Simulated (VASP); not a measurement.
# Sb (Pm-3m) in VASP: further runs

Sb is run at these levels: PBE-based screened hybrid, PBE, HF, PBEsol-based screened hybrid, HSE06; tasks: single point, relaxation of cell and atoms.

All numbers are computed with VASP 6.6.1; they aren't measurements. Logs are shortened: lines on timing, memory, paths and dates and some standing lists are left out, and cuts for length are marked.

### 1 The cell of the first run

Symmetry: Pm-3m, No. 221, cubic system. Conventional cell: a = 3.160 Å, b = 3.160 Å, c = 3.160 Å, α = 90.00°, β = 90.00°, γ = 90.00°. Within 4.2 Å of Sb (site symmetry m-3m) lie 6 Sb at 3.16 Å.

### 2 Single point, PBE-based screened hybrid

POSCAR

```
Sb
1.0
    3.1600000000      0.0000000000      0.0000000000
    0.0000000000      3.1600000000      0.0000000000
    0.0000000000      0.0000000000      3.1600000000
Sb
1
Direct
    0.0000000000      0.0000000000      0.0000000000
```

INCAR.step1

```
SYSTEM = Sb
PREC = Accurate
ENCUT = 520
EDIFF = 1E-5
ISMEAR = -1
SIGMA = 0.05
LREAL = .False.
LASPH = .True.
NELM = 60
ALGO = Normal
ISIF = 2
LWAVE = .True.
LCHARG = .False.
GGA = PE
NBANDS = 8
```

INCAR.step2

```
SYSTEM = Sb
PREC = Accurate
ENCUT = 520
EDIFF = 1E-6
ISMEAR = -1
SIGMA = 0.05
LREAL = .False.
LASPH = .True.
NELM = 60
ALGO = Normal
ISIF = 2
LWAVE = .False.
LCHARG = .False.
GGA = PE
LHFCALC = .True.
AEXX = 0.5
HFSCREEN = 0.2
PRECFOCK = Normal
ISTART = 1
NBANDS = 8
```

KPOINTS

```
regular mesh
0
Gamma
  4 4 4
  0 0 0
```

Potentials or basis: VASP PAW PBE potentials, release 64 (Sb).

Command:

```console
$ cat potpaw_PBE.64/Sb/POTCAR > POTCAR
$ cp INCAR.step1 INCAR
$ mpirun -np 1 vasp_std > vasp.out
$ cp INCAR.step2 INCAR
$ mpirun -np 1 vasp_std > vasp.out
```

OUTCAR:

```text
SYSTEM = Sb
   PREC = Accurate
   ENCUT = 520
   EDIFF = 1E-6
   ISMEAR = -1
   LREAL = .False.
   LASPH = .True.
   NELM = 60
   ISIF = 2
   GGA = PE
   LHFCALC = .True.
   AEXX = 0.5
   HFSCREEN = 0.2
   PRECFOCK = Normal
   ISTART = 1

 ion  position               nearest neighbor table
   1  0.000  0.000  0.000-

  LATTYP: Found a simple cubic cell.
 ALAT       =     3.1600000000

  Lattice vectors:

 A1 = (   3.1600000000,   0.0000000000,   0.0000000000)
 A2 = (   0.0000000000,   3.1600000000,   0.0000000000)
 A3 = (   0.0000000000,   0.0000000000,   3.1600000000)

Analysis of symmetry for initial positions (statically):
=====================================================================
 Subroutine PRICEL returns:
 Original cell was already a primitive cell.

 Routine SETGRP: Setting up the symmetry group for a
 simple cubic supercell.

 Subroutine GETGRP returns: Found 48 space group operations
 (whereof 48 operations were pure point group operations)
 out of a pool of 48 trial point group operations.

The static configuration has the point symmetry O_h .

Analysis of symmetry for dynamics (positions and initial velocities):
=====================================================================
 Subroutine PRICEL returns:
 Original cell was already a primitive cell.

 Routine SETGRP: Setting up the symmetry group for a
 simple cubic supercell.

 Subroutine GETGRP returns: Found 48 space group operations
 (whereof 48 operations were pure point group operations)
 out of a pool of 48 trial point group operations.

The dynamic configuration has the point symmetry O_h .

 Subroutine INISYM returns: Found 48 space group operations
 (whereof 48 operations are pure point group operations),
 and found     1 'primitive' translations

----------------------------------------------------------------------------------------

                                     Primitive cell

  volume of cell :      31.5545

  direct lattice vectors                    reciprocal lattice vectors
     3.160000000  0.000000000  0.000000000     0.316455696  0.000000000  0.000000000
     0.000000000  3.160000000  0.000000000     0.000000000  0.316455696  0.000000000
     0.000000000  0.000000000  3.160000000     0.000000000  0.000000000  0.316455696

  length of vectors
     3.160000000  3.160000000  3.160000000     0.316455696  0.316455696  0.316455696

  position of ions in fractional coordinates (direct lattice)
     0.000000000  0.000000000  0.000000000

  ion indices of the primitive-cell ions
   primitive index   ion index
                 1           1

----------------------------------------------------------------------------------------

 KPOINTS: regular mesh

Automatic generation of k-mesh.
 Grid dimensions read from file:
 generate k-points for:    4    4    4

 Generating k-lattice:

  Cartesian coordinates                     Fractional coordinates (reciprocal lattice)
     0.079113924  0.000000000  0.000000000     0.250000000  0.000000000  0.000000000
     0.000000000  0.079113924  0.000000000     0.000000000  0.250000000  0.000000000
     0.000000000  0.000000000  0.079113924     0.000000000  0.000000000  0.250000000

  Length of vectors
     0.079113924  0.079113924  0.079113924

  Shift w.r.t. Gamma in fractional coordinates (k-lattice)
     0.000000000  0.000000000  0.000000000

 Subroutine IBZKPT returns following result:
 ===========================================

 Found     10 irreducible k-points:

 Following reciprocal coordinates:
            Coordinates               Weight
  0.000000  0.000000  0.000000      1.000000
  0.250000  0.000000  0.000000      6.000000
  0.500000  0.000000  0.000000      3.000000
  0.250000  0.250000  0.000000     12.000000
  0.500000  0.250000  0.000000     12.000000
  0.500000  0.500000  0.000000      3.000000
  0.250000  0.250000  0.250000      8.000000
  0.500000  0.250000  0.250000     12.000000
  0.500000  0.500000  0.250000      6.000000
  0.500000  0.500000  0.500000      1.000000
   k-points           NKPTS =     10   k-points in BZ     NKDIM =     64   number of bands    NBANDS=      8
   number of dos      NEDOS =    301   number of ions     NIONS =      1
   total plane-waves  NPLWV =  13824
   dimension x,y,z NGX =    24 NGY =   24 NGZ =   24
   dimension x,y,z NGXF=    48 NGYF=   48 NGZF=   48
   ions per type =               1
   NGX,Y,Z   is equivalent  to a cutoff of  12.63, 12.63, 12.63 a.u.
   NGXF,Y,Z  is equivalent  to a cutoff of  25.25, 25.25, 25.25 a.u.
 SYSTEM =  Sb
   PREC   = accura    normal or accurate (medium, high low for compatibility)
   ISTART =      1    job   : 0-new  1-cont  2-samecut
   ICHARG =      0    charge: 1-file 2-atom 10-const
   ISPIN  =      1    spin polarized calculation?
   LNONCOLLINEAR =      F non collinear calculations
   LSORBIT =      F    spin-orbit coupling
   LASPH  =      T    aspherical Exc in radial PAW
   ENCUT  =  520.0 eV  38.22 Ry    6.18 a.u.   5.88  5.88  5.88*2*pi/ulx,y,z
   NELM   =     60;   NELMIN=  2; NELMDL=  0     # of ELM steps
   EDIFF  = 0.1E-05   stopping-criterion for ELM
   LREAL  =      F    real-space projection
   EDIFFG = 0.1E-04   stopping-criterion for IOM
   NSW    =      0    number of steps for IOM
   IBRION =     -1    ionic relax: 0-MD 1-quasi-New 2-CG
   NFREE  =      0    steps in history (QN), initial steepest desc. (CG)
   ISIF   =      2    stress and relaxation
   ISYM   =      3    0-nonsym 1-usesym 2-fastsym
   POTIM  = 0.5000    time-step for ionic-motion
   TEBEG  =    0.0;   TEEND  =   0.0 temperature during run
   PSTRESS=    0.0 pullay stress
   NELECT =       5.0000    total number of electrons
   NUPDOWN=      -1.0000    fix difference up-down
   EMIN   =  10.00;   EMAX   =-10.00  energy-range for DOS
   EFERMI =   0.00;   METHOD = LEGACY
   ISMEAR =    -1;   SIGMA  =   0.05  broadening in eV -4-tet -1-fermi 0-gaus
   EFERMI_NEDOS =   21; number of points for ismear=-14 and -15
   IALGO  =     38    algorithm
   IMIX   =      1    mixing-type and parameters
     AMIX     =   0.40;   BMIX     =  1.00
     AMIX_MAG =   1.60;   BMIX_MAG =  1.00
  volume/ion in A,a.u.               =      31.55       212.94
  Fermi-wavevector in a.u.,A,eV,Ry     =   0.885886  1.674081 10.677766  0.784794
  Thomas-Fermi vector in A             =   2.006979
   LORBIT       =      0    0 simple, 1 ext, 2 COOP (PROOUT), +10 PAW based schemes
   GGA     = PE    functional components
   LHFCALC =     T    Hartree Fock is set to
   PRECFOCK=normal    Normal, Fast or Accurate (Low or Medium for compatibility)
   ENCUT4O =  -1.0   cutoff for four orbital integrals eV
   NKREDX  =     1    reduce k-point grid by
   NKREDY  =     1    reduce k-point grid by
   NKREDZ  =     1    reduce k-point grid by
   AEXX    =    0.5000 exact exchange contribution
   HFSCREEN=    0.2000 screening length (either q_TF or 0.3 A-1)
   HFSCREENC=   0.2000 screening length for correlation (either q_TF or 0.3 A-1)
   ENCUTFOCK=  -1.0 apply spherical cutoff to Coloumb kernel
   IVDW    =     0    specifies the selected vdW correction
   LEPSILON=     F    determine dielectric tensor
   LRPA    =     F    only Hartree local field effects (RPA)
 non-spin polarized calculation
  energy-cutoff  :      520.00
  volume of cell :       31.55
 maximum number of plane-waves:       872
 NGX is ok and might be reduce to    24
  NGX = 18; NGY = 18; NGZ = 18

 number of electron       5.0000001 magnetization

 Free energy of the ion-electron system (eV)
  ---------------------------------------------------
  ext. energy  EPLUGINS =         0.00000000
  ---------------------------------------------------
  free energy    TOTEN  =        -5.95946246 eV

  energy without entropy =       -5.95097028  energy(sigma->0) =       -5.95521637

 E-fermi :   6.1473     XC(G=0):  -6.2887

 val. band max:        5.1521708449   @ k =   0.2500   0.2500   0.2500
 cond. band min:       6.2279228354   @ k =   0.5000   0.2500   0.0000
 fundamental gap:      1.0757519905
 Fermi energy:         6.1473396611

 k-point     1 :       0.0000    0.0000    0.0000
  band No.  band energies     occupation
      1      -8.6893      2.00000
      2       9.8543      0.00000
      3       9.8543      0.00000
      4       9.8543      0.00000
      5      13.7869      0.00000
      6      13.7869      0.00000
      7      15.3044      0.00000
      8      24.8282      0.00000

 k-point     2 :       0.2500    0.0000    0.0000
  band No.  band energies     occupation
      1      -7.6898      2.00000
      2       3.4758      2.00000
      3      10.8096      0.00000
      4      10.8096      0.00000
      5      14.5884      0.00000
      6      15.6692      0.00000
      7      20.9456      0.00000
      8      21.3501      0.00000

 k-point     3 :       0.5000    0.0000    0.0000
  band No.  band energies     occupation
      1      -5.9240      2.00000
      2      -0.8334      2.00000
      3      12.1828      0.00000
      4      12.1828      0.00000
      5      16.0286      0.00000
      6      18.1291      0.00000
      7      18.7594      0.00000
      8      18.7957      0.00000

 k-point     4 :       0.2500    0.2500    0.0000
  band No.  band energies     occupation
      1      -6.6754      2.00000
      2       4.1628      2.00000
      3       4.9313      2.00000
      4      11.7628      0.00000
      5      15.2896      0.00000
      6      16.3732      0.00000
      7      21.4331      0.00000
      8      21.9268      0.00000

 k-point     5 :       0.5000    0.2500    0.0000
  band No.  band energies     occupation
      1      -4.8558      2.00000
      2       0.1618      2.00000
      3       6.2279      0.33272
      4      12.3379      0.00000
      5      13.1203      0.00000
      6      17.9955      0.00000
      7      19.4562      0.00000
      8      19.6631      0.00000

 k-point     6 :       0.5000    0.5000    0.0000
  band No.  band energies     occupation
      1      -2.7789      2.00000
      2       1.6047      2.00000
      3       1.6047      2.00000
      4       9.1430      0.00000
      5      14.4268      0.00000
      6      20.0179      0.00000
      7      20.6553      0.00000
      8      20.7482      0.00000

 k-point     7 :       0.2500    0.2500    0.2500
  band No.  band energies     occupation
      1      -5.6497      2.00000
      2       5.1522      2.00000
      3       5.1522      2.00000
      4       6.5416      0.00075
      5      15.9557      0.00000
      6      16.7601      0.00000
      7      16.7601      0.00000
      8      22.0695      0.00000

 k-point     8 :       0.5000    0.2500    0.2500
  band No.  band energies     occupation
      1      -3.7820      2.00000
      2       1.1366      2.00000
      3       6.6351      0.00012
      4       7.9103      0.00000
      5      12.7868      0.00000
      6      13.7545      0.00000
      7      18.0099      0.00000
      8      21.3938      0.00000

 k-point     9 :       0.5000    0.5000    0.2500
  band No.  band energies     occupation
      1      -1.6704      2.00000
      2       2.5317      2.00000
      3       2.5318      2.00000
      4       8.8258      0.00000
      5      10.0748      0.00000
      6      14.9516      0.00000
      7      14.9516      0.00000
      8      18.1078      0.00000

 k-point    10 :       0.5000    0.5000    0.5000
  band No.  band energies     occupation
      1       0.7574      2.00000
      2       3.8203      2.00000
      3       3.8203      2.00000
      4       3.8203      2.00000
      5      11.9429      0.00000
      6      11.9429      0.00000
      7      11.9429      0.00000
      8      14.4616      0.00000

------------------------ aborting loop because EDIFF is reached ----------------------------------------

  FORCE on cell =-STRESS in cart. coord.  units (eV):
  Direction    XX          YY          ZZ          XY          YZ          ZX
  --------------------------------------------------------------------------------------
  -------------------------------------------------------------------------------------
  Total       -2.1777443     -2.1777443     -2.1777443     -0.0000000      0.0000000     -0.0000000
  in kB     -110.5748142   -110.5748142   -110.5748142     -0.0000000      0.0000000     -0.0000000
  external PRESSURE =    -110.5748142 kB  Pullay stress =       0.0000000 kB

 VOLUME and BASIS-vectors are now :
 -----------------------------------------------------------------------------
  energy-cutoff  :      520.00
  volume of cell :       31.55
      direct lattice vectors                 reciprocal lattice vectors
     3.160000000  0.000000000  0.000000000     0.316455696  0.000000000  0.000000000
     0.000000000  3.160000000  0.000000000     0.000000000  0.316455696  0.000000000
     0.000000000  0.000000000  3.160000000     0.000000000  0.000000000  0.316455696

 POSITION                                       TOTAL-FORCE (eV/Angst)
 -----------------------------------------------------------------------------------
      0.00000      0.00000      0.00000         0.000000      0.000000      0.000000
 -----------------------------------------------------------------------------------
    total drift:                               -0.000000     -0.000000     -0.000000

  FREE ENERGIE OF THE ION-ELECTRON SYSTEM (eV)
  ---------------------------------------------------
  free  energy   TOTEN  =        -5.9594624644 eV

  energy  without entropy=       -5.9509702794  energy(sigma->0) =       -5.95521637
```

Wall time 40 s (1 thread of Intel Xeon 6975P-C (Granite Rapids), shared host); peak memory 0.24 GiB.

What came out:

```
Free energy : -5.9595 eV
Pressure    : -11.1 GPa
```

Caveat: the k points lie up to 0.50 Å⁻¹ apart; the PAW data sets were made with another functional, which shifts forces and pressure a little; spin-orbit coupling is left out, which moves the levels of the heavy elements.

### 3 Single point, PBE

INCAR

```
SYSTEM = Sb
ALGO = Normal ; EDIFF = 1E-6
ENCUT = 500 ; GGA = PE
GGA_COMPAT = .FALSE. ; ISIF = 2
ISMEAR = 0 ; LASPH = .TRUE.
LCHARG = .FALSE. ; LREAL = .FALSE.
LWAVE = .FALSE. ; NBANDS = 8
NELM = 120 ; PREC = Accurate
SIGMA = 0.05
```

KPOINTS

```
k-points
0
G
  8 8 8
  0 0 0
```

POSCAR is that of step 2.

Potentials or basis: VASP PAW PBE potentials, release 64 (Sb).

Command:

```console
$ cat potpaw_PBE.64/Sb/POTCAR > POTCAR
$ mpirun -np 1 vasp_std > vasp.out
```

It took 7.8 s on 1 thread of Intel Xeon 8259CL, shared host; peak memory 0.13 GiB.

Results (log left out):

```
Free energy : -4.0652 eV
Pressure    : -2.3 GPa
```

Levels at points of the mesh, in eV from the Fermi level:
```csv
k point,band 1,band 2,band 3,band 4,band 5,band 6
"(0.00, 0.00, 0.00)",-11.91,3.18,3.18,3.18,6.92,6.92
"(0.50, 0.00, 0.00)",-9.70,-5.14,5.01,5.01,8.90,10.50
"(0.50, 0.50, 0.00)",-7.36,-3.23,-3.23,2.44,6.84,12.45
"(0.50, 0.50, 0.50)",-4.79,-1.45,-1.45,-1.45,4.97,4.97
```

Caveat: spin-orbit coupling is left out, which moves the levels of the heavy elements.

### 4 Relaxation of cell and atoms, HF

POSCAR is that of step 3.

INCAR.step1

```
ALGO     = Normal         # electronic algorithm
EDIFF    = 1E-5           # SCF threshold, eV
EDIFFG   = -0.005         # ionic threshold
ENCUT    = 500            # plane-wave cutoff, eV
GGA      = PE             # functional
GGA_COMPAT= False        
IBRION   = 2              # ionic algorithm
ISIF     = 3              # what is computed and relaxed
ISMEAR   = -1             # smearing method
LASPH    = True           # aspherical terms in the spheres
LCHARG   = False          # write CHGCAR
LREAL    = False          # projectors in reciprocal space
LWAVE    = True           # write WAVECAR
NBANDS   = 14             # bands
NELM     = 120            # most SCF steps
NELMIN   = 4            
NSW      = 100            # ionic steps
PREC     = Accurate       # precision mode
SIGMA    = 0.05           # smearing width, eV
```

INCAR.step2

```
AEXX     = 1.0            # exact-exchange fraction
AGGAC    = 0.0          
ALDAC    = 0.0          
ALGO     = Normal         # electronic algorithm
EDIFF    = 1E-7           # SCF threshold, eV
EDIFFG   = -0.01          # ionic threshold
ENCUT    = 500            # plane-wave cutoff, eV
GGA      = PE             # functional
GGA_COMPAT= False        
IBRION   = 2              # ionic algorithm
ISIF     = 3              # what is computed and relaxed
ISMEAR   = -1             # smearing method
ISTART   = 1            
LASPH    = True           # aspherical terms in the spheres
LCHARG   = False          # write CHGCAR
LHFCALC  = True           # exact exchange
LREAL    = False          # projectors in reciprocal space
LWAVE    = False          # write WAVECAR
NELM     = 120            # most SCF steps
NELMIN   = 4            
NSW      = 60             # ionic steps
PREC     = Accurate       # precision mode
PRECFOCK = Normal       
SIGMA    = 0.05           # smearing width, eV
```

KPOINTS

```
k-points
0
Gamma
  4 4 4
```

Potentials or basis: VASP PAW PBE potentials, release 64 (Sb_d_GW).

Command:

```console
$ cat potpaw_PBE.64/Sb_d_GW/POTCAR > POTCAR
$ cp INCAR.step1 INCAR
$ mpirun -np 1 vasp_std > vasp.out
$ cp INCAR.step2 INCAR
$ mpirun -np 1 vasp_std > vasp.out
```

Run time: 16 min. Hardware: 1 thread of Intel Xeon Platinum 8259CL at 2.50GHz (Skylake/Cascade Lake), shared host; peak memory 0.16 GiB.

Results (log left out):

* Free energy: -7.5642 eV
* Relaxed volume: 29.17 Å³/atom
* Relaxed cell: a = 3.078 Å, b = 3.078 Å, c = 3.078 Å, α = 90.00°, β = 90.00°, γ = 90.00°
* Space group after relaxing (to 0.05 Å): Pm-3m (No. 221)
* Energy gained by relaxing: 36.0 meV/atom
* Ionic steps: 3
* Pressure after relaxing: 0.0 GPa

The path:
| step | energy change (eV) | largest force (eV/Å) | pressure (GPa) | volume (Å³) |
| --- | --- | --- | --- | --- |
| 1 | 0.0000 | 0.0000 | -4.48 | 31.55 |
| 2 | -0.0181 | 0.0000 | 4.29 | 27.70 |
| 3 | -0.0360 | 0.0000 | -0.01 | 29.17 |

Final structure:
```xyz
1
Lattice="3.0785 0.0000 0.0000 0.0000 3.0785 0.0000 0.0000 0.0000 3.0785" Properties=species:S:1:pos:R:3 pbc="T T T"
Sb    0.0000    0.0000    0.0000
```

Levels at points of the mesh, in eV from the Fermi level:
```tsv
k point	band 5	band 6	band 7	band 8	band 9	band 10
(0.00, 0.00, 0.00)	-42.17	-21.57	5.10	5.10	5.10	9.09
(0.50, 0.00, 0.00)	-42.16	-17.80	-12.07	8.34	8.34	12.43
(0.50, 0.50, 0.00)	-42.13	-13.12	-8.68	-8.68	3.52	11.40
(0.50, 0.50, 0.50)	-42.12	-7.64	-5.68	-5.68	-5.68	6.90
```

Caveat: the k points lie up to 0.51 Å⁻¹ apart in the final cell; the PAW data sets were made with another functional, which shifts forces and pressure a little; spin-orbit coupling is left out, which moves the levels of the heavy elements.

[end of part 1 of 2]
